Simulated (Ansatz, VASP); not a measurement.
## One calculation of SrH12Br2O6, two programs

```xyz
21
Lattice="8.2040 0.0000 0.0000 -4.1020 7.1049 0.0000 0.0000 0.0000 4.1590" Properties=species:S:1:pos:R:3 pbc="T T T"
Sr    0.0000    0.0000    0.0000
H    -0.9905    3.0777    3.7665
H     1.9319    4.7083    3.7665
H    -0.9414    6.4238    3.7665
H     3.1606    0.6811    0.3925
H     3.1115    4.0272    0.3925
H     6.0339    2.3966    0.3925
H     1.8612    1.6739    2.1360
H     5.8237    0.7749    2.1360
H     4.6210    4.6560    2.1360
H     0.5190    2.4488    2.0230
H    -2.2408    5.4309    2.0230
H     1.7217    6.3299    2.0230
Br    0.0000    4.7366    2.4318
Br    4.1020    2.3683    1.7272
O     6.4310    0.0000    2.0795
O    -3.2155    5.5694    2.0795
O     0.8865    1.5355    2.0795
O     2.5699    0.0000    0.0000
O    -1.2849    2.2256    0.0000
O     2.8171    4.8793    0.0000
```

Alike in both runs: functional PBE; k mesh 3 × 3 × 5; occupations fermi-dirac, width 0.02 eV; no spin polarisation.

Ansatz relaxed the structure, and its values are those at the end. VASP's run is a single point on that final structure, the one shown.

|  | VASP | Ansatz |
| --- | --- | --- |
| version | VASP 6.6.1 | Ansatz 0.2.0 |
| potentials or method | VASP PAW PBE potentials, release 64 (Sr_sv, H, Br, O) | plane-wave PAW, scalar-relativistic |
| plane-wave cutoff (eV) | 520 | 420 |
| valence electrons in the cell | 72 | 72 |

|  | VASP | Ansatz | Ansatz less VASP |
| --- | --- | --- | --- |
| gap on the k mesh at the Fermi level (eV) | 4.25 | 4.24 | -0.005 |
| pressure (GPa) | 1.0 | 0.9 | -0.07 |
| rms of the force components (eV/Å) | 0.044 | 0.003 | -0.0411 |

Ansatz's warnings: stress scf threshold loose.
